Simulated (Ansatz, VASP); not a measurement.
# Y3Mg2I2 in VASP and in Ansatz

```
CELL_PARAMETERS angstrom
5.05148 0.00000 0.00000
-2.52574 4.37471 0.00000
0.00000 0.00000 10.54606
ATOMIC_POSITIONS crystal
Y 0.00000 0.00000 0.35985
Y 0.00000 0.00000 0.64015
Y 0.00000 0.00000 0.00000
Mg 0.33333 0.66667 0.50000
Mg 0.66667 0.33333 0.50000
I 0.33333 0.66667 0.00000
I 0.66667 0.33333 0.00000
```

Alike in both runs: task single point; functional PBE; k mesh 6 × 6 × 2; occupations gaussian, width 0.1 eV; no spin polarisation.

|  | VASP | Ansatz |
| --- | --- | --- |
| version | VASP 6.6.1 | Ansatz 0.2.0 |
| potentials or method | VASP PAW PBE potentials, release 64 (Y_sv, Mg, I), cutoff 520 eV | scalar-relativistic, plane waves, PAW |
| valence electrons in the cell | 51 | 87 |

|  | VASP | Ansatz | Ansatz less VASP |
| --- | --- | --- | --- |
| gap on the k mesh at the Fermi level (eV) | none | none | - |
| pressure (GPa) | 10.1 | 10.2 | +0.06 |
| traceless stress, the component that is largest in VASP (GPa) | -8.47 | -8.50 | -0.030 |
| rms of the force components (eV/Å) | 0.391 | 0.391 | +0.0001 |

Atom by atom the forces differ by 0.000 eV/Å (rms over components). A gap of «none» marks a metal or a gap that the smearing closes. VASP's potentials hold 51 valence electrons a cell and Ansatz's 87, so a difference there can come from the potentials and not from the codes.

Spin-orbit coupling is off throughout.
